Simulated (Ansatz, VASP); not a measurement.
## Bi2Te3: VASP beside Ansatz

The input INCAR:

```
SYSTEM = Bi2Te3
  ALGO = Normal
  DIPOL = 0.5 0.5 0.500
  EDIFF = 1E-7
  EDIFFG = -0.04
  ENCUT = 450
  GGA = PE
  GGA_COMPAT = .False.
  IBRION = 2
  IDIPOL = 3
  ISIF = 2
  ISMEAR = 0
  IVDW = 12
  LASPH = .True.
  LCHARG = .False.
  LDIPOL = .True.
  LREAL = .False.
  LWAVE = .False.
  NELM = 120
  NELMDL = -8
  NELMIN = 4
  NSW = 60
  PREC = Accurate
  SIGMA = 0.05
```

Contents of KPOINTS:

```
k-points
0
Gamma
  9 9 1
  0 0 0
```

Contents of POSCAR:

```
Bi2Te3
1.0
    4.3510815614      0.0000000000      0.0000000000
   -2.1755407807      3.7681471661      0.0000000000
    0.0000000000      0.0000000000     25.5819381340
Te Bi
3 2
Direct
    0.0000000000      0.0000000000      0.3518107171
    0.6666666667      0.3333333333      0.4999998125
    0.3333333333      0.6666666667      0.6481892829
    0.3333333333      0.6666666667      0.4198643859
    0.0000000000      0.0000000000      0.5801359373
```

Input for Ansatz:

```yaml
crystal:
  lattice:
    - [4.3510815614, 0.0, 0.0]
    - [-2.1755407807, 3.7681471661, 0.0]
    - [0.0, 0.0, 25.581938134]
  atoms:
    - { symbol: Te, position: [0.0, 0.0, 0.3518107171] }
    - { symbol: Bi, position: [0.3333333333, 0.6666666667, 0.4198643859] }
    - { symbol: Te, position: [0.6666666667, 0.3333333333, 0.4999998125] }
    - { symbol: Bi, position: [0.0, 0.0, 0.5801359373] }
    - { symbol: Te, position: [0.3333333333, 0.6666666667, 0.6481892829] }
basis:
  ecutwfc: 420.0
  fft_grid_basis: typed
kpoints:
  mp_grid: { grid: [9, 9, 1] }
hamiltonian:
  xc: pbe
  dispersion: d3bj
  pseudopotentials: { kind: paw }
scf:
  occupations: { method: gaussian, width: 0.05 }
output:
  forces: true
  eigenvalues: true
efield:
  axis: 3
  dipole_correction: true
  ramp_width: 0.04
relax:
  adjacent_minimum: "off"
  f_tol: 0.04
  max_steps: 40
```

Alike in both runs: task relaxation of the atoms; functional PBE; dispersion D3(BJ); k mesh 9 × 9 × 1; occupations gaussian, width 0.05 eV; no spin polarisation.

|  | VASP | Ansatz |
| --- | --- | --- |
| version | VASP 6.6.1 | Ansatz 0.2.0 |
| potentials or method | VASP PAW PBE potentials, release 64 (Te, Bi_d), cutoff 450 eV | scalar-relativistic, plane waves, PAW |
| valence electrons in the cell | 48 | 78 |

Ansatz gave:

```
gap on the k mesh at the Fermi level, each at its own relaxed structure (eV) : 1.07
```

Question: Which values does VASP return?

Answer: gap on the k mesh at the Fermi level, each at its own relaxed structure (eV): 1.06.

VASP's potentials hold 48 valence electrons a cell and Ansatz's 78, so a difference there can come from the potentials and not from the codes.

Spin-orbit coupling is off throughout. Noted on VASP's run: the relaxation stopped at its first step, so nothing moved.
